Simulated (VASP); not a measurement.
**Ir: single point with r2SCAN**

Ir:

```
Ir
1.0
     0.00000    1.92829    1.92829
     1.92829    0.00000    1.92829
     1.92829    1.92829    0.00000
Ir
1
Cartesian
  0.0000 0.0000 0.0000
```

```yaml
Program: VASP 6.6.1
Task: single point
Functional: r2SCAN
Potentials_or_basis: VASP PAW PBE potentials, release 64 (Ir)
Cutoff: 520 eV
k_mesh: 12 × 12 × 12
Occupations: fermi-dirac, width 0.05 eV
Spin: no spin polarisation
Dipole_correction: no
Further_INCAR_settings: ALGO = Normal; EDIFF = 1e-06; NBANDS = 10
```

```yaml
Pressure: -1.6 GPa
```

Levels at points of the mesh, in eV from the Fermi level:
| k point | band 1 | band 2 | band 3 | band 4 | band 5 | band 6 | band 7 | band 8 |
| --- | --- | --- | --- | --- | --- | --- | --- | --- |
| (0.00, 0.00, 0.00) | -11.41 | -3.95 | -3.95 | -3.95 | -1.29 | -1.29 | 15.11 | 20.88 |
| (0.50, 0.00, 0.00) | -8.30 | -4.10 | -4.10 | -0.70 | 0.88 | 0.88 | 7.49 | 14.73 |
| (0.50, 0.50, 0.00) | -8.08 | -7.50 | 0.79 | 1.50 | 1.50 | 1.76 | 10.85 | 12.24 |

Run time: 22 s on 1 thread of Intel(R) Xeon(R) Platinum 8559C (Emerald Rapids), with other jobs on the host, peak memory 0.13 GiB.

Caveat: the PAW data sets were made with another functional, which shifts forces and pressure a little; spin-orbit coupling is left out, which moves the levels of the heavy elements.
